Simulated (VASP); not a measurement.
# Sr in VASP: notebook

Runs on Sr. Level: PBE. Tasks: single point.

Program: VASP 6.6.1. These are calculated values, not measurements. Logs are shortened: lines on timing, memory, paths and dates and some standing lists are left out, and cuts for length are marked.

### 1 The cell of the first run

Symmetry: P6_3/mmc, No. 194, hexagonal system. The conventional cell has a = 4.310 Å, b = 4.310 Å, c = 7.050 Å, α = 90.00°, β = 90.00°, γ = 120.00°. Sr (site symmetry -6m2) has 12 Sr at 4.31 Å within 5.7 Å.

### 2 Single point, PBE

Input file INCAR:

```
PREC = Accurate
ENCUT = 520
EDIFF = 1E-6
ISMEAR = -1
SIGMA = 0.05
LREAL = F
LASPH = T
NELM = 60
ALGO = Normal
ISIF = 2
LWAVE = F
LCHARG = F
GGA = PE
NBANDS = 17
```

Input file KPOINTS:

```
regular mesh
0
Gamma
  7 7 4
```

Input file POSCAR:

```
Sr
1.0
    4.3100000000      0.0000000000      0.0000000000
   -2.1550000000      3.7325694903      0.0000000000
    0.0000000000      0.0000000000      7.0500000000
Sr
2
Direct
    0.6666666667      0.3333333333      0.7500000000
    0.3333333333      0.6666666667      0.2500000000
```

Potentials or basis: VASP PAW PBE potentials, release 64 (Sr_sv).

The run is started by

```console
> cat potpaw_PBE.64/Sr_sv/POTCAR > POTCAR
> mpirun -np 1 vasp_std > vasp.out
```

OUTCAR:

```text
PREC = Accurate
   ENCUT = 520
   EDIFF = 1E-6
   ISMEAR = -1
   LREAL = F
   LASPH = T
   NELM = 60
   ISIF = 2
   GGA = PE

 ion  position               nearest neighbor table
   1  0.667  0.333  0.750-   2 4.31   2 4.31   2 4.31   2 4.31   2 4.31   2 4.31
   2  0.333  0.667  0.250-   1 4.31   1 4.31   1 4.31   1 4.31   1 4.31   1 4.31

  LATTYP: Found a hexagonal cell.
 ALAT       =     4.3100000000
 C/A-ratio  =     1.6357308585

  Lattice vectors:

 A1 = (   4.3100000000,   0.0000000000,   0.0000000000)
 A2 = (  -2.1550000000,   3.7325694903,   0.0000000000)
 A3 = (   0.0000000000,   0.0000000000,   7.0500000000)

Analysis of symmetry for initial positions (statically):
=====================================================================
 Subroutine PRICEL returns:
 Original cell was already a primitive cell.

 Routine SETGRP: Setting up the symmetry group for a
 hexagonal supercell.

 Subroutine GETGRP returns: Found 24 space group operations
 (whereof 12 operations were pure point group operations)
 out of a pool of 24 trial point group operations.

The static configuration has the point symmetry D_3d.
 The point group associated with its full space group is D_6h.

Analysis of symmetry for dynamics (positions and initial velocities):
=====================================================================
 Subroutine PRICEL returns:
 Original cell was already a primitive cell.

 Routine SETGRP: Setting up the symmetry group for a
 hexagonal supercell.

 Subroutine GETGRP returns: Found 24 space group operations
 (whereof 12 operations were pure point group operations)
 out of a pool of 24 trial point group operations.

The dynamic configuration has the point symmetry D_3d.
 The point group associated with its full space group is D_6h.

 Subroutine INISYM returns: Found 24 space group operations
 (whereof 12 operations are pure point group operations),
 and found     1 'primitive' translations

----------------------------------------------------------------------------------------

                                     Primitive cell

  volume of cell :     113.4160

  direct lattice vectors                    reciprocal lattice vectors
     4.310000000  0.000000000  0.000000000     0.232018561  0.133955979  0.000000000
    -2.155000000  3.732569490  0.000000000     0.000000000  0.267911958  0.000000000
     0.000000000  0.000000000  7.050000000     0.000000000  0.000000000  0.141843972

  length of vectors
     4.310000000  4.310000000  7.050000000     0.267911958  0.267911958  0.141843972

  position of ions in fractional coordinates (direct lattice)
     0.666666667  0.333333333  0.750000000
     0.333333333  0.666666667  0.250000000

  ion indices of the primitive-cell ions
   primitive index   ion index
                 1           1
                 2           2

----------------------------------------------------------------------------------------

 KPOINTS: regular mesh

Automatic generation of k-mesh.
 Grid dimensions read from file:
 generate k-points for:    7    7    4

 Generating k-lattice:

  Cartesian coordinates                     Fractional coordinates (reciprocal lattice)
     0.033145509  0.019136568  0.000000000     0.142857143  0.000000000  0.000000000
     0.000000000  0.038273137  0.000000000     0.000000000  0.142857143  0.000000000
     0.000000000  0.000000000  0.035460993     0.000000000  0.000000000  0.250000000

  Length of vectors
     0.038273137  0.038273137  0.035460993

  Shift w.r.t. Gamma in fractional coordinates (k-lattice)
     0.000000000  0.000000000  0.000000000

 Subroutine IBZKPT returns following result:
 ===========================================

 Found     24 irreducible k-points:

 Following reciprocal coordinates:
            Coordinates               Weight
  0.000000  0.000000  0.000000      1.000000
  0.142857 -0.000000  0.000000      6.000000
  0.285714 -0.000000  0.000000      6.000000
  0.428571  0.000000  0.000000      6.000000
  0.142857  0.142857  0.000000      6.000000
  0.285714  0.142857  0.000000     12.000000
[... 16 lines left out ...]
  0.428571  0.142857  0.500000      6.000000
  0.285714  0.285714  0.500000      6.000000
   k-points           NKPTS =     24   k-points in BZ     NKDIM =     24   number of bands    NBANDS=     17
   number of dos      NEDOS =    301   number of ions     NIONS =      2
   total plane-waves  NPLWV =  55296
   dimension x,y,z NGX =    32 NGY =   32 NGZ =   54
   dimension x,y,z NGXF=    64 NGYF=   64 NGZF=  108
   ions per type =               2
   NGX,Y,Z   is equivalent  to a cutoff of  12.34, 12.34, 12.73 a.u.
   NGXF,Y,Z  is equivalent  to a cutoff of  24.69, 24.69, 25.47 a.u.
 SYSTEM =  unknown system
   PREC   = accura    normal or accurate (medium, high low for compatibility)
   ISTART =      0    job   : 0-new  1-cont  2-samecut
   ICHARG =      2    charge: 1-file 2-atom 10-const
   ISPIN  =      1    spin polarized calculation?
   LNONCOLLINEAR =      F non collinear calculations
   LSORBIT =      F    spin-orbit coupling
   LASPH  =      T    aspherical Exc in radial PAW
   ENCUT  =  520.0 eV  38.22 Ry    6.18 a.u.   8.01  8.01 13.11*2*pi/ulx,y,z
   NELM   =     60;   NELMIN=  2; NELMDL= -5     # of ELM steps
   EDIFF  = 0.1E-05   stopping-criterion for ELM
   LREAL  =      F    real-space projection
   EDIFFG = 0.1E-04   stopping-criterion for IOM
   NSW    =      0    number of steps for IOM
   IBRION =     -1    ionic relax: 0-MD 1-quasi-New 2-CG
   NFREE  =      0    steps in history (QN), initial steepest desc. (CG)
   ISIF   =      2    stress and relaxation
   ISYM   =      2    0-nonsym 1-usesym 2-fastsym
   POTIM  = 0.5000    time-step for ionic-motion
   TEBEG  =    0.0;   TEEND  =   0.0 temperature during run
   PSTRESS=    0.0 pullay stress
   NELECT =      20.0000    total number of electrons
   NUPDOWN=      -1.0000    fix difference up-down
   EMIN   =  10.00;   EMAX   =-10.00  energy-range for DOS
   EFERMI =   0.00;   METHOD = LEGACY
   ISMEAR =    -1;   SIGMA  =   0.05  broadening in eV -4-tet -1-fermi 0-gaus
   EFERMI_NEDOS =   21; number of points for ismear=-14 and -15
   IALGO  =     38    algorithm
   IMIX   =      4    mixing-type and parameters
     AMIX     =   0.40;   BMIX     =  1.00
     AMIX_MAG =   1.60;   BMIX_MAG =  1.00
  volume/ion in A,a.u.               =      56.71       382.68
  Fermi-wavevector in a.u.,A,eV,Ry     =   0.918037  1.734838 11.466874  0.842791
  Thomas-Fermi vector in A             =   2.043073
   LORBIT       =      0    0 simple, 1 ext, 2 COOP (PROOUT), +10 PAW based schemes
   GGA     = PE    functional components
   LHFCALC =     F    Hartree Fock is set to
   AEXX    =    0.0000 exact exchange contribution
   IVDW    =     0    specifies the selected vdW correction
   LEPSILON=     F    determine dielectric tensor
   LRPA    =     F    only Hartree local field effects (RPA)
 non-spin polarized calculation
  energy-cutoff  :      520.00
  volume of cell :      113.42
 maximum number of plane-waves:      3071
   NGX = 17   NGY = 17   NGZ = 27

 number of electron      20.0000000 magnetization

 Free energy of the ion-electron system (eV)
  ---------------------------------------------------
  ext. energy  EPLUGINS =         0.00000000
  ---------------------------------------------------
  free energy    TOTEN  =        -3.27633868 eV

  energy without entropy =       -3.24837195  energy(sigma->0) =       -3.26235531

 E-fermi :   1.5197     XC(G=0):  -7.2585

 val. band max:        1.5028407193   @ k =   0.0000   0.0000   0.0000
 cond. band min:       1.5300078348   @ k =   0.2857   0.2857   0.0000
 fundamental gap:      0.0271671155
 Fermi energy:         1.5197027532

 k-point     1 :       0.0000    0.0000    0.0000
  band No.  band energies     occupation
      1     -35.1954      2.00000
      2     -35.1835      2.00000
      3     -17.2561      2.00000
      4     -17.1148      2.00000
      5     -17.1148      2.00000
      6     -17.0908      2.00000
[... 9 lines left out ...]
     16       4.1435      0.00000
     17       4.6505      0.00000

 k-point     2 :       0.1429   -0.0000    0.0000
  band No.  band energies     occupation
      1     -35.1933      2.00000
      2     -35.1825      2.00000
      3     -17.2450      2.00000
      4     -17.1400      2.00000
      5     -17.1227      2.00000
      6     -17.1168      2.00000
[... 9 lines left out ...]
     16       4.1813      0.00000
     17       4.3811      0.00000

 k-point     3 :       0.2857   -0.0000    0.0000
  band No.  band energies     occupation
      1     -35.1885      2.00000
      2     -35.1805      2.00000
      3     -17.2166      2.00000
      4     -17.1970      2.00000
      5     -17.1733      2.00000
      6     -17.1397      2.00000
[... 9 lines left out ...]
     16       4.6914      0.00000
     17       4.7423      0.00000

 k-point     4 :       0.4286    0.0000    0.0000
  band No.  band energies     occupation
      1     -35.1841      2.00000
      2     -35.1795      2.00000
      3     -17.2430      2.00000
      4     -17.2168      2.00000
      5     -17.1856      2.00000
      6     -17.1529      2.00000
[... 9 lines left out ...]
     16       5.4219      0.00000
     17       5.8717      0.00000
[... 343 lines left out ...]
      1     -35.1824      2.00000
      2     -35.1824      2.00000
      3     -17.2320      2.00000
      4     -17.2320      2.00000
      5     -17.1503      2.00000
      6     -17.1503      2.00000
[... 9 lines left out ...]
     16       4.1952      0.00000
     17       5.5099      0.00000

 k-point    23 :       0.4286    0.1429    0.5000
  band No.  band energies     occupation
      1     -35.1810      2.00000
      2     -35.1810      2.00000
      3     -17.2489      2.00000
      4     -17.2489      2.00000
      5     -17.1588      2.00000
      6     -17.1588      2.00000
[... 9 lines left out ...]
     16       4.2584      0.00000
     17       5.8468      0.00000

 k-point    24 :       0.2857    0.2857    0.5000
  band No.  band energies     occupation
      1     -35.1807      2.00000
      2     -35.1807      2.00000
      3     -17.2330      2.00000
      4     -17.2330      2.00000
      5     -17.1840      2.00000
      6     -17.1840      2.00000
[... 9 lines left out ...]
     16       4.2022      0.00000
     17       5.6657      0.00000

------------------------ aborting loop because EDIFF is reached ----------------------------------------

  FORCE on cell =-STRESS in cart. coord.  units (eV):
  Direction    XX          YY          ZZ          XY          YZ          ZX
  --------------------------------------------------------------------------------------
  -------------------------------------------------------------------------------------
  Total       -0.2944111     -0.2944111      0.0365019      0.0000000      0.0000000      0.0000000
  in kB       -4.1590144     -4.1590144      0.5156468      0.0000000      0.0000000      0.0000000
  external PRESSURE =      -2.6007940 kB  Pullay stress =       0.0000000 kB

 VOLUME and BASIS-vectors are now :
 -----------------------------------------------------------------------------
  energy-cutoff  :      520.00
  volume of cell :      113.42
      direct lattice vectors                 reciprocal lattice vectors
     4.310000000  0.000000000  0.000000000     0.232018561  0.133955979  0.000000000
    -2.155000000  3.732569490  0.000000000     0.000000000  0.267911958  0.000000000
     0.000000000  0.000000000  7.050000000     0.000000000  0.000000000  0.141843972

 POSITION                                       TOTAL-FORCE (eV/Angst)
 -----------------------------------------------------------------------------------
      2.15500      1.24419      5.28750         0.000000     -0.000000      0.000000
     -0.00000      2.48838      1.76250        -0.000000      0.000000      0.000000
 -----------------------------------------------------------------------------------
    total drift:                                0.000000     -0.000000      0.000000

  FREE ENERGIE OF THE ION-ELECTRON SYSTEM (eV)
  ---------------------------------------------------
  free  energy   TOTEN  =        -3.2763386755 eV

  energy  without entropy=       -3.2483719525  energy(sigma->0) =       -3.26235531
```

It took 66 s on 1 thread of Intel Xeon 6975P-C, shared host; peak memory 0.23 GiB.

What came out:

* Free energy: -3.2763 eV
* Pressure: -0.3 GPa
* Band gap on the k mesh: zero (band 10 reaches 1.57 eV, above the bottom of band 11 at 1.49 eV)

### 3 Single point, PBE (atoms moved at random)

Input file INCAR:

```
SYSTEM = Sr
PREC = Accurate
ENCUT = 520
EDIFF = 1E-6
ISMEAR = -1
SIGMA = 0.05
LREAL = .FALSE.
LASPH = .TRUE.
NELM = 80
ALGO = Fast
ISIF = 2
LWAVE = .FALSE.
LCHARG = .TRUE.
GGA = PE
LELF = .TRUE.
LVHAR = .TRUE.
NBANDS = 17
```

Input file KPOINTS:

```
Automatic mesh
0
G
  7 7 4
  0 0 0
```

Input file POSCAR:

```
Sr
1.0
    4.3100000000      0.0000000000      0.0000000000
   -2.1550000000      3.7325694903      0.0000000000
    0.0000000000      0.0000000000      7.0500000000
Sr
2
Direct
    0.6661090000      0.3327220000      0.7515000000
    0.3467070000      0.6708060000      0.2417400000
```

Potentials or basis: VASP PAW PBE potentials, release 64 (Sr_sv).

The run is started by

```console
> cat potpaw_PBE.64/Sr_sv/POTCAR > POTCAR
> mpirun -np 1 vasp_std > vasp.out
```

Wall time 7.1 min (1 thread of Intel Xeon 6975P-C, shared host); peak memory 0.33 GiB.

Results (log left out):

- Free energy: -3.2729 eV
- Pressure: -0.3 GPa
- Largest force: 0.089 eV/Å
- Band gap on the k mesh: zero (band 10 reaches 1.58 eV, above the bottom of band 11 at 1.48 eV)

Forces on the atoms (eV/Å):
```
Sr   0.014  0.004 -0.088
Sr  -0.014 -0.004  0.088
```

Stress tensor (GPa, compression positive):
```
-0.43 -0.06 -0.01
-0.06 -0.39  0.00
-0.01  0.00  0.07
```

Levels at points of the mesh, in eV from the Fermi level:
| k point | band 6 | band 7 | band 8 | band 9 | band 10 | band 11 | band 12 | band 13 | band 14 | band 15 |
| --- | --- | --- | --- | --- | --- | --- | --- | --- | --- | --- |
| (0.00, 0.00, 0.00) | -18.61 | -18.61 | -18.60 | -3.64 | -1.16 | -0.02 | 2.22 | 2.23 | 2.24 | 2.60 |
| (0.00, 0.00, 0.50) | -18.62 | -18.62 | -18.62 | -2.76 | -2.69 | 1.14 | 1.31 | 2.21 | 2.22 | 2.23 |

Caveat: the cell differs from its parent crystal (atoms moved at random).
